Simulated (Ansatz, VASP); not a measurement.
One calculation of Ti, two programs

```xyz
3
Lattice="4.4538 0.0000 0.0000 -2.2269 3.8571 0.0000 0.0000 0.0000 2.6833" Properties=species:S:1:pos:R:3 pbc="T T T"
Ti    0.0000    0.0000    0.0000
Ti    0.0000    2.5714    1.3417
Ti    2.2269    1.2857    1.3417
```

Change from the starting cell: strain -0.025 along x and y, -0.050 along z, atoms carried along.

Alike in both runs: task single point; functional r2SCAN; k mesh 12 × 12 × 16; occupations gaussian, width 0.15 eV; no spin polarisation.

|  | VASP | Ansatz |
| --- | --- | --- |
| version | VASP 6.6.1 | Ansatz 0.2.0 |
| potentials or method | VASP PAW PBE potentials, release 64 (Ti_sv), cutoff 520 eV | scalar-relativistic, plane waves, PAW |
| valence electrons in the cell | 36 | 36 |

```tsv
	VASP	Ansatz	Ansatz less VASP
gap on the k mesh at the Fermi level (eV)	none	none	-
pressure (GPa)	15.2	14.6	-0.60
traceless stress, the component that is largest in VASP (GPa)	5.14	5.15	+0.010
```

VASP's potentials were made for PBE, not for r2SCAN. A gap of «none» marks a metal or a gap that the smearing closes. The functional is the same, so the differences come from potentials, cutoffs and numerics.
